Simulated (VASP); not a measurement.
# W (P6_3/mmc) in VASP: further runs, part 2 of 2

VASP 6.6.1.

**3. Single point, PBEsol (14.77 Å³/atom)**

This run uses another cell than the first one, of 14.77 Å³/atom.

The input, INCAR:

```
SYSTEM = W
  PREC = Accurate
  ENCUT = 520
  EDIFF = 1E-7
  ISMEAR = -1
  SIGMA = 0.1
  LREAL = .FALSE.
  LASPH = .TRUE.
  NELM = 60
  ALGO = Normal
  ISIF = 2
  LWAVE = .FALSE.
  LCHARG = .TRUE.
  GGA = PS
  LELF = .TRUE.
  LVHAR = .TRUE.
  NBANDS = 21
```

The input, KPOINTS:

```
Automatic mesh
0
G
  15 15 7
  0 0 0
```

The input, POSCAR:

```
W
1.0
    2.6774088353      0.0000000000      0.0000000000
   -1.3387044177      2.3187040677      0.0000000000
    0.0000000000      0.0000000000      4.7581895448
W
2
Direct
    0.3333333333      0.6666666667      0.2500000000
    0.6666666667      0.3333333333      0.7500000000
```

Potentials or basis: VASP PAW PBE potentials, release 64 (W_sv).

Launch:

```sh
cat potpaw_PBE.64/W_sv/POTCAR > POTCAR
mpirun -np 1 vasp_std > vasp.out
```

OUTCAR:

```text
SYSTEM = W
   PREC = Accurate
   ENCUT = 520
   EDIFF = 1E-7
   ISMEAR = -1
   LREAL = .FALSE.
   LASPH = .TRUE.
   NELM = 60
   ISIF = 2
   GGA = PS

 ion  position               nearest neighbor table
   1  0.333  0.667  0.250-   2 2.84   2 2.84   2 2.84   2 2.84   2 2.84   2 2.84
   2  0.667  0.333  0.750-   1 2.84   1 2.84   1 2.84   1 2.84   1 2.84   1 2.84

  LATTYP: Found a hexagonal cell.
 ALAT       =     2.6774088353
 C/A-ratio  =     1.7771621136

  Lattice vectors:

 A1 = (   2.6774088353,   0.0000000000,   0.0000000000)
 A2 = (  -1.3387044177,   2.3187040677,   0.0000000000)
 A3 = (   0.0000000000,   0.0000000000,   4.7581895448)

Analysis of symmetry for initial positions (statically):
=====================================================================
 Subroutine PRICEL returns:
 Original cell was already a primitive cell.

 Routine SETGRP: Setting up the symmetry group for a
 hexagonal supercell.

 Subroutine GETGRP returns: Found 24 space group operations
 (whereof 12 operations were pure point group operations)
 out of a pool of 24 trial point group operations.

The static configuration has the point symmetry D_3d.
 The point group associated with its full space group is D_6h.

Analysis of symmetry for dynamics (positions and initial velocities):
=====================================================================
 Subroutine PRICEL returns:
 Original cell was already a primitive cell.

 Routine SETGRP: Setting up the symmetry group for a
 hexagonal supercell.

 Subroutine GETGRP returns: Found 24 space group operations
 (whereof 12 operations were pure point group operations)
 out of a pool of 24 trial point group operations.

The dynamic configuration has the point symmetry D_3d.
 The point group associated with its full space group is D_6h.

 Subroutine INISYM returns: Found 24 space group operations
 (whereof 12 operations are pure point group operations),
 and found     1 'primitive' translations

----------------------------------------------------------------------------------------

                                     Primitive cell

  volume of cell :      29.5394

  direct lattice vectors                    reciprocal lattice vectors
     2.677408835  0.000000000  0.000000000     0.373495443  0.215637695  0.000000000
    -1.338704418  2.318704068  0.000000000     0.000000000  0.431275390  0.000000000
     0.000000000  0.000000000  4.758189545     0.000000000  0.000000000  0.210163969

  length of vectors
     2.677408835  2.677408835  4.758189545     0.431275390  0.431275390  0.210163969

  position of ions in fractional coordinates (direct lattice)
     0.333333333  0.666666667  0.250000000
     0.666666667  0.333333333  0.750000000

  ion indices of the primitive-cell ions
   primitive index   ion index
                 1           1
                 2           2

----------------------------------------------------------------------------------------

 KPOINTS: Automatic mesh

Automatic generation of k-mesh.
 Grid dimensions read from file:
 generate k-points for:   15   15    7

 Generating k-lattice:

  Cartesian coordinates                     Fractional coordinates (reciprocal lattice)
     0.024899696  0.014375846  0.000000000     0.066666667  0.000000000  0.000000000
     0.000000000  0.028751693  0.000000000     0.000000000  0.066666667  0.000000000
     0.000000000  0.000000000  0.030023424     0.000000000  0.000000000  0.142857143

  Length of vectors
     0.028751693  0.028751693  0.030023424

  Shift w.r.t. Gamma in fractional coordinates (k-lattice)
     0.000000000  0.000000000  0.000000000

 Subroutine IBZKPT returns following result:
 ===========================================

 Found    108 irreducible k-points:

 Following reciprocal coordinates:
            Coordinates               Weight
  0.000000  0.000000  0.000000      1.000000
  0.066667  0.000000  0.000000      6.000000
  0.133333  0.000000  0.000000      6.000000
  0.200000  0.000000  0.000000      6.000000
  0.266667  0.000000  0.000000      6.000000
  0.333333  0.000000  0.000000      6.000000
[... 16 lines left out ...]
  0.333333  0.200000  0.000000     12.000000
  0.400000  0.200000  0.000000      6.000000
 [... further k-points ...]
   k-points           NKPTS =    108   k-points in BZ     NKDIM =    108   number of bands    NBANDS=     21
   number of dos      NEDOS =    301   number of ions     NIONS =      2
   total plane-waves  NPLWV =  14400
   dimension x,y,z NGX =    20 NGY =   20 NGZ =   36
   dimension x,y,z NGXF=    40 NGYF=   40 NGZF=   72
   ions per type =               2
   NGX,Y,Z   is equivalent  to a cutoff of  12.42, 12.42, 12.58 a.u.
   NGXF,Y,Z  is equivalent  to a cutoff of  24.84, 24.84, 25.16 a.u.
 SYSTEM =  W
   PREC   = accura    normal or accurate (medium, high low for compatibility)
   ISTART =      0    job   : 0-new  1-cont  2-samecut
   ICHARG =      2    charge: 1-file 2-atom 10-const
   ISPIN  =      1    spin polarized calculation?
   LNONCOLLINEAR =      F non collinear calculations
   LSORBIT =      F    spin-orbit coupling
   LASPH  =      T    aspherical Exc in radial PAW
   ENCUT  =  520.0 eV  38.22 Ry    6.18 a.u.   4.98  4.98  8.85*2*pi/ulx,y,z
   NELM   =     60;   NELMIN=  2; NELMDL= -5     # of ELM steps
   EDIFF  = 0.1E-06   stopping-criterion for ELM
   LREAL  =      F    real-space projection
   EDIFFG = 0.1E-05   stopping-criterion for IOM
   NSW    =      0    number of steps for IOM
   IBRION =     -1    ionic relax: 0-MD 1-quasi-New 2-CG
   NFREE  =      0    steps in history (QN), initial steepest desc. (CG)
   ISIF   =      2    stress and relaxation
   ISYM   =      2    0-nonsym 1-usesym 2-fastsym
   POTIM  = 0.5000    time-step for ionic-motion
   TEBEG  =    0.0;   TEEND  =   0.0 temperature during run
   PSTRESS=    0.0 pullay stress
   NELECT =      28.0000    total number of electrons
   NUPDOWN=      -1.0000    fix difference up-down
   EMIN   =  10.00;   EMAX   =-10.00  energy-range for DOS
   EFERMI =   0.00;   METHOD = LEGACY
   ISMEAR =    -1;   SIGMA  =   0.10  broadening in eV -4-tet -1-fermi 0-gaus
   EFERMI_NEDOS =   21; number of points for ismear=-14 and -15
   IALGO  =     38    algorithm
   IMIX   =      4    mixing-type and parameters
     AMIX     =   0.40;   BMIX     =  1.00
     AMIX_MAG =   1.60;   BMIX_MAG =  1.00
  volume/ion in A,a.u.               =      14.77        99.67
  Fermi-wavevector in a.u.,A,eV,Ry     =   1.608151  3.038965 35.186718  2.586151
  Thomas-Fermi vector in A             =   2.704066
   LORBIT       =      0    0 simple, 1 ext, 2 COOP (PROOUT), +10 PAW based schemes
   GGA     = PS    functional components
   LHFCALC =     F    Hartree Fock is set to
   AEXX    =    0.0000 exact exchange contribution
   IVDW    =     0    specifies the selected vdW correction
   LEPSILON=     F    determine dielectric tensor
   LRPA    =     F    only Hartree local field effects (RPA)
 non-spin polarized calculation
  energy-cutoff  :      520.00
  volume of cell :       29.54
 maximum number of plane-waves:       825
 NGX is ok and might be reduce to    20
   NGX =  9   NGY =  9   NGZ = 17

 number of electron      27.9999995 magnetization

 Free energy of the ion-electron system (eV)
  ---------------------------------------------------
  ext. energy  EPLUGINS =         0.00000000
  ---------------------------------------------------
  free energy    TOTEN  =       -26.37938928 eV

  energy without entropy =      -26.31439574  energy(sigma->0) =      -26.34689251

 E-fermi :  11.9445     XC(G=0): -14.1467

 val. band max:       11.9442180445   @ k =   0.3333   0.1333   0.1429
 cond. band min:      11.9479014408   @ k =   0.2667   0.2667   0.2857
 fundamental gap:      0.0036833963
 Fermi energy:        11.9445075583

 k-point     1 :       0.0000    0.0000    0.0000
  band No.  band energies     occupation
      1     -61.6298      2.00000
      2     -61.5116      2.00000
      3     -26.6255      2.00000
      4     -25.2929      2.00000
      5     -25.0969      2.00000
      6     -25.0969      2.00000
[... 13 lines left out ...]
     20      16.8239      0.00000
     21      22.1791      0.00000
[... 529 lines left out ...]
 k-point    24 :       0.4000    0.2000    0.0000
  band No.  band energies     occupation
      1     -61.4095      2.00000
      2     -61.3856      2.00000
      3     -26.5369      2.00000
      4     -26.3587      2.00000
      5     -25.8717      2.00000
      6     -25.8354      2.00000
[... 13 lines left out ...]
     20      21.3384      0.00000
     21      22.1497      0.00000

 [... further k-points ...]

------------------------ aborting loop because EDIFF is reached ----------------------------------------

  FORCE on cell =-STRESS in cart. coord.  units (eV):
  Direction    XX          YY          ZZ          XY          YZ          ZX
  --------------------------------------------------------------------------------------
  -------------------------------------------------------------------------------------
  Total        6.0097686      6.0097686      4.8131003     -0.0000000      0.0000000      0.0000000
  in kB      325.9617035    325.9617035    261.0560372     -0.0000000      0.0000000      0.0000000
  external PRESSURE =     304.3264814 kB  Pullay stress =       0.0000000 kB

 VOLUME and BASIS-vectors are now :
 -----------------------------------------------------------------------------
  energy-cutoff  :      520.00
  volume of cell :       29.54
      direct lattice vectors                 reciprocal lattice vectors
     2.677408835  0.000000000  0.000000000     0.373495443  0.215637695  0.000000000
    -1.338704418  2.318704068  0.000000000     0.000000000  0.431275390  0.000000000
     0.000000000  0.000000000  4.758189545     0.000000000  0.000000000  0.210163969

 POSITION                                       TOTAL-FORCE (eV/Angst)
 -----------------------------------------------------------------------------------
     -0.00000      1.54580      1.18955        -0.000000     -0.000000      0.000000
      1.33870      0.77290      3.56864         0.000000      0.000000      0.000000
 -----------------------------------------------------------------------------------
    total drift:                               -0.000000      0.000000     -0.000000

  FREE ENERGIE OF THE ION-ELECTRON SYSTEM (eV)
  ---------------------------------------------------
  free  energy   TOTEN  =       -26.3793892849 eV

  energy  without entropy=      -26.3143957356  energy(sigma->0) =      -26.34689251
```

stdout:

```text
POSCAR found type information on POSCAR W
 POSCAR found :  1 types and       2 ions
 scaLAPACK will be used
 -----------------------------------------------------------------------------
|                                                                             |
|                                                                             |
|     You enforced a specific xc type in the INCAR file but a different       |
|     I HOPE YOU KNOW WHAT YOU ARE DOING!                                     |
|                                                                             |
 -----------------------------------------------------------------------------

 LDA part: xc-table for (Slater+PW92), standard interpolation
 POSCAR, INCAR and KPOINTS ok, starting setup
 FFT: planning ... GRIDC
 FFT: planning ... GRID_SOFT
 FFT: planning ... GRID
 WAVECAR not read
 entering main loop
```

Wall time 50 s (1 thread of Intel Xeon 8259CL, shared host); peak memory 0.18 GiB.

Results:

```yaml
Free_energy: -26.3794 eV
Pressure: 30.4 GPa
Band_gap_on_the_k_mesh: zero (bands 14 and 15 overlap by 1.74 eV)
```

Caveat: the stress differs along the axes, from 26 to 33 GPa; the PAW data sets were made with another functional, which shifts forces and pressure a little; spin-orbit coupling is left out, which moves the levels of the heavy elements.

**4. Single point, PBEsol (15.41 Å³/atom)**

This run uses another cell than the first one, of 15.41 Å³/atom.

The input, INCAR:

```
PREC = Accurate
ENCUT = 520
EDIFF = 1E-6
ISMEAR = -1
SIGMA = 0.1
LREAL = False
LASPH = True
NELM = 60
ALGO = Normal
ISIF = 2
LWAVE = False
LCHARG = False
GGA = PS
NBANDS = 21
```

The input, KPOINTS:

```
Automatic mesh
0
Gamma
  15 15 7
```

The input, POSCAR:

```
W
1.0
    2.7156627012      0.0000000000      0.0000000000
   -1.3578313506      2.3518328874      0.0000000000
    0.0000000000      0.0000000000      4.8261728661
W
2
Direct
    0.3333333333      0.6666666667      0.2500000000
    0.6666666667      0.3333333333      0.7500000000
```

Launch:

```sh
cat potpaw_PBE.64/W_sv/POTCAR > POTCAR
mpirun -np 1 vasp_std > vasp.out
```

It took 44 s on 1 thread of Intel Xeon 8259CL, shared host; peak memory 0.18 GiB.

It converged, with:

```yaml
Free_energy: -26.5560 eV
Pressure: 13.9 GPa
Band_gap_on_the_k_mesh: zero (bands 14 and 15 overlap by 1.68 eV)
```

Stress tensor (GPa, compression positive):
```
15.00  0.00  0.00
 0.00 15.00  0.00
 0.00  0.00 11.75
```

Levels at points of the mesh, in eV from the Fermi level:
```tsv
k point	band 11	band 12	band 13	band 14	band 15	band 16	band 17	band 18
(0.00, 0.00, 0.00)	-1.85	-0.53	-0.53	-0.11	0.11	0.11	2.12	2.12
```

Caveat: the cell stands under pressure; the PAW data sets were made with another functional, which shifts forces and pressure a little; spin-orbit coupling is left out, which moves the levels of the heavy elements.

**5. Single point, PBEsol (16.05 Å³/atom)**

The input, INCAR:

```
ALGO     = Normal         # electronic algorithm
EDIFF    = 1E-7           # SCF threshold, eV
ENCUT    = 520            # plane-wave cutoff, eV
GGA      = PS             # functional
ISIF     = 2              # what is computed and relaxed
ISMEAR   = -1             # smearing method
LASPH    = T              # aspherical terms in the spheres
LCHARG   = F              # write CHGCAR
LREAL    = F              # projectors in reciprocal space
LWAVE    = F              # write WAVECAR
NBANDS   = 21             # bands
NELM     = 80             # most SCF steps
PREC     = Accurate       # precision mode
SIGMA    = 0.1            # smearing width, eV
```

The input, KPOINTS:

```
k-points
0
Gamma
  15 15 7
```

The input, POSCAR:

```
W
1.0
    2.7528681835      0.0000000000      0.0000000000
   -1.3764340918      2.3840537801      0.0000000000
    0.0000000000      0.0000000000      4.8922930395
W
2
Direct
    0.3333333333      0.6666666667      0.2500000000
    0.6666666667      0.3333333333      0.7500000000
```

Launch:

```sh
cat potpaw_PBE.64/W_sv/POTCAR > POTCAR
mpirun -np 1 vasp_std > vasp.out
```

Run time: 52 s. Hardware: 1 thread of Intel Xeon 8259CL, shared host; peak memory 0.18 GiB.

Results (log left out):

```yaml
Free_energy: -26.6133 eV
Pressure: 0.6 GPa
Band_gap_on_the_k_mesh: zero (bands 14 and 15 overlap by 1.61 eV)
```

Stress tensor (GPa, compression positive):
```
0.78 0.00 0.00
0.00 0.78 0.00
0.00 0.00 0.15
```

Levels at points of the mesh, in eV from the Fermi level:
| k point | band 10 | band 11 | band 12 | band 13 | band 14 | band 15 | band 16 | band 17 | band 18 | band 19 |
| --- | --- | --- | --- | --- | --- | --- | --- | --- | --- | --- |
| (0.00, 0.00, 0.00) | -6.02 | -1.73 | -0.47 | -0.47 | -0.21 | 0.13 | 0.13 | 2.03 | 2.03 | 4.41 |

Caveat: the PAW data sets were made with another functional, which shifts forces and pressure a little; spin-orbit coupling is left out, which moves the levels of the heavy elements.

**6. Single point, PBEsol (16.70 Å³/atom)**

This run uses another cell than the first one, of 16.70 Å³/atom.

The input, INCAR:

```
ALGO = Normal
EDIFF = 1E-7
ENCUT = 520
GGA = PS
ISIF = 2
ISMEAR = -1
LASPH = T
LCHARG = F
LREAL = F
LWAVE = F
NBANDS = 21
NELM = 60
PREC = Accurate
SIGMA = 0.1
```

KPOINTS is that of step 5.

The input, POSCAR:

```
W
1.0
    2.7890942875      0.0000000000      0.0000000000
   -1.3945471438      2.4154265065      0.0000000000
    0.0000000000      0.0000000000      4.9566726992
W
2
Direct
    0.3333333333      0.6666666667      0.2500000000
    0.6666666667      0.3333333333      0.7500000000
```

Potentials or basis: VASP PAW PBE potentials, release 64 (W_sv).

Launch:

```sh
cat potpaw_PBE.64/W_sv/POTCAR > POTCAR
mpirun -np 1 vasp_std > vasp.out
```

OUTCAR:

```text
EDIFF = 1E-7
   ENCUT = 520
   GGA = PS
   ISIF = 2
   ISMEAR = -1
   LASPH = T
   LREAL = F
   NELM = 60
   PREC = Accurate

 ion  position               nearest neighbor table
   1  0.333  0.667  0.250-   2 2.96   2 2.96   2 2.96   2 2.96   2 2.96   2 2.96
   2  0.667  0.333  0.750-   1 2.96   1 2.96   1 2.96   1 2.96   1 2.96   1 2.96

  LATTYP: Found a hexagonal cell.
 ALAT       =     2.7890942875
 C/A-ratio  =     1.7771621137

  Lattice vectors:

[... 190 lines left out ...]
      2     -63.5114      2.00000
      3     -28.2644      2.00000
      4     -27.3926      2.00000
      5     -27.2142      2.00000
      6     -27.2142      2.00000
[... 565 lines left out ...]
     20      18.2339      0.00000
     21      19.2983      0.00000

 [... further k-points ...]
[... 5 lines left out ...]
  --------------------------------------------------------------------------------------
  -------------------------------------------------------------------------------------
  Total       -2.2729508     -2.2729508     -1.9534092      0.0000000      0.0000000      0.0000000
  in kB     -109.0569533   -109.0569533    -93.7252349      0.0000000      0.0000000      0.0000000
  external PRESSURE =    -103.9463805 kB  Pullay stress =       0.0000000 kB

 VOLUME and BASIS-vectors are now :
 -----------------------------------------------------------------------------
  energy-cutoff  :      520.00
  volume of cell :       33.39
      direct lattice vectors                 reciprocal lattice vectors
     2.789094288  0.000000000  0.000000000     0.358539331  0.207002779  0.000000000
    -1.394547144  2.415426506  0.000000000     0.000000000  0.414005559  0.000000000
     0.000000000  0.000000000  4.956672699     0.000000000  0.000000000  0.201748241

 POSITION                                       TOTAL-FORCE (eV/Angst)
 -----------------------------------------------------------------------------------
     -0.00000      1.61028      1.23917         0.000000     -0.000000      0.000000
      1.39455      0.80514      3.71750        -0.000000      0.000000      0.000000
 -----------------------------------------------------------------------------------
    total drift:                                0.000000     -0.000000      0.000000

  FREE ENERGIE OF THE ION-ELECTRON SYSTEM (eV)
  ---------------------------------------------------
  free  energy   TOTEN  =       -26.5730601083 eV

  energy  without entropy=      -26.4999791033  energy(sigma->0) =      -26.53651961
```

Wall time 62 s (1 thread of Intel Xeon 8259CL, shared host); peak memory 0.2 GiB.

What came out:

```
Free energy            : -26.5731 eV
Pressure               : -10.4 GPa
Band gap on the k mesh : zero (bands 14 and 15 overlap by 1.56 eV)
```

Levels at points of the mesh, in eV from the Fermi level:
```csv
k point,band 12,band 13,band 14,band 15,band 16,band 17
"(0.00, 0.00, 0.00)",-0.41,-0.41,-0.29,0.15,0.15,1.95
```

Caveat: the cell stands under tension; the PAW data sets were made with another functional, which shifts forces and pressure a little; spin-orbit coupling is left out, which moves the levels of the heavy elements.

**7. Summary**

| cell | k mesh | gap on the mesh (eV) | pressure (GPa) |
| --- | --- | --- | --- |
| a = 2.753, b = 2.753, c = 4.892 Å, angles 90.0, 90.0, 120.0°, 2 atoms | 13 × 13 × 7 | none | 0.6 |
| a = 2.677, b = 2.677, c = 4.758 Å, angles 90.0, 90.0, 120.0°, 2 atoms | 15 × 15 × 7 | none | 30.4 |
| a = 2.716, b = 2.716, c = 4.826 Å, angles 90.0, 90.0, 120.0°, 2 atoms | 15 × 15 × 7 | none | 13.9 |
| a = 2.753, b = 2.753, c = 4.892 Å, angles 90.0, 90.0, 120.0°, 2 atoms | 15 × 15 × 7 | none | 0.6 |
| a = 2.789, b = 2.789, c = 4.957 Å, angles 90.0, 90.0, 120.0°, 2 atoms | 15 × 15 × 7 | none | -10.4 |

Alike in all rows: task single point; level PBEsol; potentials or basis VASP PAW PBE potentials, release 64 (W_sv); no spin polarisation; cutoff (eV) 520; smearing fermi-dirac 0.1 eV.

Caveats: the PAW data sets were made with another functional, which shifts forces and pressure a little; spin-orbit coupling is left out, which moves the levels of the heavy elements; the stress differs along the axes, from 26 to 33 GPa (at least some runs); the cell stands under pressure (at least some runs); the cell stands under tension (at least some runs).

Absolute energies hang on the potentials; compare differences alone.

The gap in the log of VASP goes by the Fermi energy; the results here count the filled bands.